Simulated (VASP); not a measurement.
Set up this calculation in VASP 6.6.1, as the native input.

```yaml
Task: single point
Functional: PBE
Potentials_or_basis: VASP PAW PBE potentials, release 64 (Al, Ga_d, P)
Cutoff: 520 eV
k_mesh: 4 × 4 × 2
Occupations: gaussian, width 0.1 eV
Spin: no spin polarisation
Dipole_correction: no
Further_INCAR_settings: ALGO = Normal; EDIFF = 1e-06; NBANDS = 41
```

The structure of AlGa3P4 lies in POSCAR:

```
AlGa3P4
1.0
    3.9129480537      0.0000000000      0.0000000000
    0.0000000000      3.9129480537      0.0000000000
    0.0000000000      0.0000000000     10.9207787474
Al Ga P
1 3 4
Direct
    0.5000000000      0.5000000000      0.0000000000
    0.0000000000      0.0000000000      0.7500074959
    0.5000000000      0.5000000000      0.5000000000
    0.0000000000      0.0000000000      0.2499925041
    0.5000000000      0.0000000000      0.3750536625
    0.0000000000      0.5000000000      0.1242891751
    0.5000000000      0.0000000000      0.8757108249
    0.0000000000      0.5000000000      0.6249463375
```

These files were run (other wordings do the same):

INCAR

```
PREC = Accurate
ENCUT = 520
EDIFF = 1E-6
ISMEAR = 0
SIGMA = 0.1
LREAL = False
LASPH = True
NELM = 80
ALGO = Normal
ISIF = 2
LWAVE = False
LCHARG = True
GGA = PE
LELF = True
LVHAR = True
NBANDS = 41
```

KPOINTS

```
regular mesh
0
Gamma
  4 4 2
```

Potentials or basis: VASP PAW PBE potentials, release 64 (Al, Ga_d, P).

Launch:

```sh
$ cat potpaw_PBE.64/Al/POTCAR potpaw_PBE.64/Ga_d/POTCAR potpaw_PBE.64/P/POTCAR > POTCAR
$ mpirun -np 1 vasp_std > vasp.out
```

Results of the run:

```json
{"Pressure": "0.0 GPa", "Largest force": "0.009 eV/Å", "Band gap on the k mesh": "1.57 eV, indirect (least direct gap 1.62 eV)"}
```

It took 2.3 min on 1 thread of Intel(R) Xeon(R) Platinum 8375C CPU @ 2.90GHz (Ice Lake), on a shared host, peak memory 0.28 GiB.
